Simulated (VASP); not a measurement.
# MnSe (Fm-3m) in VASP: single point with LDA

Aim: the single point of MnSe with LDA.

Program: VASP 6.6.1. These are calculated values, not measurements. Logs are shortened: lines on timing, memory, paths and dates and some standing lists are left out, and cuts for length are marked.

### 1 The cell of the first run

It takes space group Fm-3m (No. 225, cubic). The conventional cell has a = 5.440 Å, b = 5.440 Å, c = 5.440 Å, α = 90.00°, β = 90.00°, γ = 90.00°. Mn (site symmetry m-3m) has 6 Se at 2.72 Å within 3.6 Å. Se (site symmetry m-3m) has 6 Mn at 2.72 Å within 3.6 Å.

### 2 Single point, LDA, collinear spin, ferromagnetic start

Input file INCAR:

```
  ALGO = Normal
  EDIFF = 1E-7
  ENCUT = 520
  GGA = CA
  ISIF = 2
  ISMEAR = -1
  ISPIN = 2
  LASPH = True
  LCHARG = False
  LMAXMIX = 4
  LORBIT = 11
  LREAL = False
  LWAVE = False
  MAGMOM = 5.2 0
  NBANDS = 20
  NELM = 150
  PREC = Accurate
  SIGMA = 0.05
```

Input file KPOINTS:

```
k-points
0
Gamma
  8 8 8
```

Input file POSCAR:

```
MnSe
1.0
    3.8466610000      0.0000000000      0.0000000000
    1.9233305000      3.3313061457      0.0000000000
    1.9233305000      1.1104353819      3.1407855545
Mn Se
1 1
Direct
    0.0000000000      0.0000000000      0.0000000000
    0.5000000000      0.5000000000      0.5000000000
```

Potentials or basis: VASP PAW LDA potentials, release 64 (Mn_pv, Se).

Command:

```
> cat potpaw_LDA.64/Mn_pv/POTCAR potpaw_LDA.64/Se/POTCAR > POTCAR
> mpirun -np 1 vasp_std > vasp.out
```

OUTCAR:

```text
EDIFF = 1E-7
   ENCUT = 520
   GGA = CA
   ISIF = 2
   ISMEAR = -1
   ISPIN = 2
   LASPH = True
   LORBIT = 11
   LREAL = False
   NELM = 150
   PREC = Accurate

 ion  position               nearest neighbor table
   1  0.000  0.000  0.000-   2 2.72   2 2.72   2 2.72   2 2.72   2 2.72   2 2.72
   2  0.500  0.500  0.500-   1 2.72   1 2.72   1 2.72   1 2.72   1 2.72   1 2.72

  LATTYP: Found a face centered cubic cell.
 ALAT       =     5.4400001560

  Lattice vectors:

 A1 = (   3.8466610000,   0.0000000000,   0.0000000000)
 A2 = (   1.9233305000,   3.3313061457,   0.0000000000)
 A3 = (   1.9233305000,   1.1104353819,   3.1407855545)

Analysis of symmetry for initial positions (statically):
=====================================================================
 Subroutine PRICEL returns:
 Original cell was already a primitive cell.

 Routine SETGRP: Setting up the symmetry group for a
 face centered cubic supercell.

 Subroutine GETGRP returns: Found 48 space group operations
 (whereof 48 operations were pure point group operations)
 out of a pool of 48 trial point group operations.

The static configuration has the point symmetry O_h .

Analysis of symmetry for dynamics (positions and initial velocities):
=====================================================================
 Subroutine PRICEL returns:
 Original cell was already a primitive cell.

 Routine SETGRP: Setting up the symmetry group for a
 face centered cubic supercell.

 Subroutine GETGRP returns: Found 48 space group operations
 (whereof 48 operations were pure point group operations)
 out of a pool of 48 trial point group operations.

The dynamic configuration has the point symmetry O_h .

Analysis of structural, dynamic, and magnetic symmetry:
=====================================================================
 Subroutine PRICEL returns:
 Original cell was already a primitive cell.

 Routine SETGRP: Setting up the symmetry group for a
 face centered cubic supercell.

 Subroutine GETGRP returns: Found 48 space group operations
 (whereof 48 operations were pure point group operations)
 out of a pool of 48 trial point group operations.

The overall configuration has the point symmetry O_h .

 Subroutine INISYM returns: Found 48 space group operations
 (whereof 48 operations are pure point group operations),
 and found     1 'primitive' translations

----------------------------------------------------------------------------------------

                                     Primitive cell

  volume of cell :      40.2473

  direct lattice vectors                    reciprocal lattice vectors
     3.846661000  0.000000000  0.000000000     0.259965721 -0.150091279 -0.106130561
     1.923330500  3.331306146  0.000000000     0.000000000  0.300182558 -0.106130561
     1.923330500  1.110435382  3.140785554     0.000000000  0.000000000  0.318391683

  length of vectors
     3.846661000  3.846661000  3.846661000     0.318391683  0.318391683  0.318391683

  position of ions in fractional coordinates (direct lattice)
     0.000000000  0.000000000  0.000000000
     0.500000000  0.500000000  0.500000000

  ion indices of the primitive-cell ions
   primitive index   ion index
                 1           1
                 2           2

----------------------------------------------------------------------------------------

 KPOINTS: k-points

Automatic generation of k-mesh.
 Grid dimensions read from file:
 generate k-points for:    8    8    8

 Generating k-lattice:

  Cartesian coordinates                     Fractional coordinates (reciprocal lattice)
     0.032495715 -0.018761410 -0.013266320     0.125000000  0.000000000 -0.000000000
     0.000000000  0.037522820 -0.013266320     0.000000000  0.125000000 -0.000000000
     0.000000000  0.000000000  0.039798960     0.000000000  0.000000000  0.125000000

  Length of vectors
     0.039798960  0.039798960  0.039798960

  Shift w.r.t. Gamma in fractional coordinates (k-lattice)
     0.000000000  0.000000000  0.000000000

 Subroutine IBZKPT returns following result:
 ===========================================

 Found     29 irreducible k-points:

 Following reciprocal coordinates:
            Coordinates               Weight
  0.000000  0.000000  0.000000      1.000000
  0.125000  0.000000  0.000000      8.000000
  0.250000  0.000000  0.000000      8.000000
  0.375000  0.000000  0.000000      8.000000
  0.500000  0.000000  0.000000      4.000000
  0.125000  0.125000  0.000000      6.000000
[... 16 lines left out ...]
  0.500000  0.250000  0.125000     48.000000
 -0.375000  0.250000  0.125000     24.000000
 [... further k-points ...]
   k-points           NKPTS =     29   k-points in BZ     NKDIM =     29   number of bands    NBANDS=     20
   number of dos      NEDOS =    301   number of ions     NIONS =      2
   total plane-waves  NPLWV =  27000
   dimension x,y,z NGX =    30 NGY =   30 NGZ =   30
   dimension x,y,z NGXF=    60 NGYF=   60 NGZF=   60
   ions per type =               1   1
   NGX,Y,Z   is equivalent  to a cutoff of  12.97, 12.97, 12.97 a.u.
   NGXF,Y,Z  is equivalent  to a cutoff of  25.93, 25.93, 25.93 a.u.
 SYSTEM =  unknown system
   PREC   = accura    normal or accurate (medium, high low for compatibility)
   ISTART =      0    job   : 0-new  1-cont  2-samecut
   ICHARG =      2    charge: 1-file 2-atom 10-const
   ISPIN  =      2    spin polarized calculation?
   LNONCOLLINEAR =      F non collinear calculations
   LSORBIT =      F    spin-orbit coupling
   LASPH  =      T    aspherical Exc in radial PAW
   ENCUT  =  520.0 eV  38.22 Ry    6.18 a.u.   7.15  7.15  7.15*2*pi/ulx,y,z
   NELM   =    150;   NELMIN=  2; NELMDL= -5     # of ELM steps
   EDIFF  = 0.1E-06   stopping-criterion for ELM
   LREAL  =      F    real-space projection
   EDIFFG = 0.1E-05   stopping-criterion for IOM
   NSW    =      0    number of steps for IOM
   IBRION =     -1    ionic relax: 0-MD 1-quasi-New 2-CG
   NFREE  =      0    steps in history (QN), initial steepest desc. (CG)
   ISIF   =      2    stress and relaxation
   ISYM   =      2    0-nonsym 1-usesym 2-fastsym
   POTIM  = 0.5000    time-step for ionic-motion
   TEBEG  =    0.0;   TEEND  =   0.0 temperature during run
   PSTRESS=    0.0 pullay stress
   NELECT =      19.0000    total number of electrons
   NUPDOWN=      -1.0000    fix difference up-down
   EMIN   =  10.00;   EMAX   =-10.00  energy-range for DOS
   EFERMI =   0.00;   METHOD = LEGACY
   ISMEAR =    -1;   SIGMA  =   0.05  broadening in eV -4-tet -1-fermi 0-gaus
   EFERMI_NEDOS =   21; number of points for ismear=-14 and -15
   IALGO  =     38    algorithm
   IMIX   =      4    mixing-type and parameters
     AMIX     =   0.40;   BMIX     =  1.00
     AMIX_MAG =   1.60;   BMIX_MAG =  1.00
  volume/ion in A,a.u.               =      20.12       135.80
  Fermi-wavevector in a.u.,A,eV,Ry     =   1.274717  2.408866 22.108154  1.624903
  Thomas-Fermi vector in A             =   2.407469
   LORBIT       =     11    0 simple, 1 ext, 2 COOP (PROOUT), +10 PAW based schemes
   GGA     = CA    functional components
   LHFCALC =     F    Hartree Fock is set to
   AEXX    =    0.0000 exact exchange contribution
   IVDW    =     0    specifies the selected vdW correction
   LEPSILON=     F    determine dielectric tensor
   LRPA    =     F    only Hartree local field effects (RPA)
 spin polarized calculation
  energy-cutoff  :      520.00
  volume of cell :       40.25
 maximum number of plane-waves:      1106
 NGX is ok and might be reduce to    30
   NGX = 15   NGY = 15   NGZ = 15

 number of electron      19.0000013 magnetization       4.5906599

 Free energy of the ion-electron system (eV)
  ---------------------------------------------------
  ext. energy  EPLUGINS =         0.00000000
  ---------------------------------------------------
  free energy    TOTEN  =       -14.09064644 eV

  energy without entropy =      -14.08235638  energy(sigma->0) =      -14.08650141

 E-fermi :   5.4380     XC(G=0): -10.6623

 val. band max:        5.4093925331   @ k =   0.5000   0.3750   0.1250
 cond. band min:       5.4781699579   @ k =   0.2500   0.1250   0.0000
 fundamental gap:      0.0687774248
 Fermi energy:         5.4379879203

 spin component 1

 k-point     1 :       0.0000    0.0000    0.0000
  band No.  band energies     occupation
      1     -44.5682      1.00000
      2     -44.5682      1.00000
      3     -44.5682      1.00000
      4      -8.9878      1.00000
      5       2.3638      1.00000
      6       2.3638      1.00000
[... 12 lines left out ...]
     19      16.0546      0.00000
     20      16.0546      0.00000

 k-point     2 :       0.1250    0.0000    0.0000
  band No.  band energies     occupation
      1     -44.5689      1.00000
      2     -44.5683      1.00000
      3     -44.5683      1.00000
      4      -8.8501      1.00000
      5       2.0093      1.00000
      6       2.0811      1.00000
[... 498 lines left out ...]
 k-point    24 :      -0.3750    0.2500    0.1250
  band No.  band energies     occupation
      1     -44.5723      1.00000
      2     -44.5700      1.00000
      3     -44.5692      1.00000
      4      -7.7208      1.00000
      5      -0.6409      1.00000
      6       0.8220      1.00000
[... 12 lines left out ...]
     19      19.8048      0.00000
     20      19.8225      0.00000

 [... further k-points ...]

 spin component 2

 k-point     1 :       0.0000    0.0000    0.0000
  band No.  band energies     occupation
      1     -40.5438      1.00000
      2     -40.5438      1.00000
      3     -40.5438      1.00000
      4      -8.7344      1.00000
      5       4.3153      1.00000
      6       4.3153      1.00000
[... 12 lines left out ...]
     19      17.2104      0.00000
     20      17.2104      0.00000

 k-point     2 :       0.1250    0.0000    0.0000
  band No.  band energies     occupation
      1     -40.5447      1.00000
      2     -40.5439      1.00000
      3     -40.5439      1.00000
      4      -8.6023      1.00000
      5       3.0603      1.00000
      6       3.8044      1.00000
[... 498 lines left out ...]
 k-point    24 :      -0.3750    0.2500    0.1250
  band No.  band energies     occupation
      1     -40.5494      1.00000
      2     -40.5462      1.00000
      3     -40.5451      1.00000
      4      -7.5244      1.00000
      5      -0.0437      1.00000
      6       1.7492      1.00000
[... 12 lines left out ...]
     19      20.3565      0.00000
     20      20.3601      0.00000

 [... further k-points ...]
[... 5 lines left out ...]
  --------------------------------------------------------------------------------------
  -------------------------------------------------------------------------------------
  Total       -2.2266686     -2.2266686     -2.2266686      0.0000000      0.0000000      0.0000000
  in kB      -88.6399334    -88.6399334    -88.6399334      0.0000000      0.0000000      0.0000000
  external PRESSURE =     -88.6399334 kB  Pullay stress =       0.0000000 kB

 VOLUME and BASIS-vectors are now :
 -----------------------------------------------------------------------------
  energy-cutoff  :      520.00
  volume of cell :       40.25
      direct lattice vectors                 reciprocal lattice vectors
     3.846661000  0.000000000  0.000000000     0.259965721 -0.150091279 -0.106130561
     1.923330500  3.331306146  0.000000000     0.000000000  0.300182558 -0.106130561
     1.923330500  1.110435382  3.140785554     0.000000000  0.000000000  0.318391683

 POSITION                                       TOTAL-FORCE (eV/Angst)
 -----------------------------------------------------------------------------------
      0.00000      0.00000      0.00000         0.000000      0.000000      0.000000
      3.84666      2.22087      1.57039        -0.000000     -0.000000      0.000000
 -----------------------------------------------------------------------------------
    total drift:                                0.000000     -0.000000     -0.000000

  FREE ENERGIE OF THE ION-ELECTRON SYSTEM (eV)
  ---------------------------------------------------
  free  energy   TOTEN  =       -14.0906464397 eV

  energy  without entropy=      -14.0823563845  energy(sigma->0) =      -14.08650141

 total charge

# of ion       s       p       d       tot
------------------------------------------
    1        0.227   6.154   4.961  11.342
    2        1.454   2.364   0.033   3.852
--------------------------------------------------
tot          1.681   8.518   4.994  15.194

 magnetization (x)

# of ion       s       p       d       tot
------------------------------------------
    1        0.050   0.036   4.038   4.124
    2        0.023   0.065   0.015   0.103
--------------------------------------------------
tot          0.073   0.101   4.053   4.227
```

Run time: 48 s. Hardware: 1 thread of Intel Xeon Platinum 8375C at 2.90GHz (Ice Lake), shared host; peak memory 0.18 GiB.

What came out:

* Free energy: -14.0906 eV
* Pressure: -8.9 GPa
* Net moment: 4.59 μB per cell
* Site moments: Mn +4.12; Se +0.10 μB
* Valence electrons inside the program's atomic spheres: Mn 11.34; Se 3.85

Levels at points of the mesh, in eV from the Fermi level:
Spin up:
| k point | band 9 | band 10 | band 11 | band 12 | band 13 | band 14 | band 15 | band 16 |
| --- | --- | --- | --- | --- | --- | --- | --- | --- |
| (0.00, 0.00, 0.00) | -3.01 | -1.36 | -1.36 | -1.36 | 1.14 | 8.46 | 8.46 | 8.46 |
| (0.50, 0.00, 0.00) | -2.66 | -2.34 | 0.62 | 0.62 | 2.60 | 5.12 | 5.12 | 7.97 |
| (0.50, 0.50, 0.00) | -2.80 | -2.53 | -2.53 | -2.18 | 0.42 | 5.21 | 10.41 | 11.28 |
Spin down:
| k point | band 5 | band 6 | band 7 | band 8 | band 9 | band 10 |
| --- | --- | --- | --- | --- | --- | --- |
| (0.00, 0.00, 0.00) | -1.12 | -1.12 | -1.12 | 0.10 | 0.10 | 0.10 |
| (0.50, 0.00, 0.00) | -6.03 | -2.93 | -2.93 | 0.86 | 0.86 | 1.02 |
| (0.50, 0.50, 0.00) | -5.16 | -2.77 | -2.77 | -0.81 | 0.55 | 1.07 |

Caveat: a cell with one magnetic atom can't hold antiferromagnetic order, which such compounds often take; semilocal functionals often make such compounds metallic where correlation or magnetic order opens a gap, which also shifts bond lengths. With open d or f shells a metallic result of LDA can be an artefact of self-interaction; +U or a hybrid may open a gap.
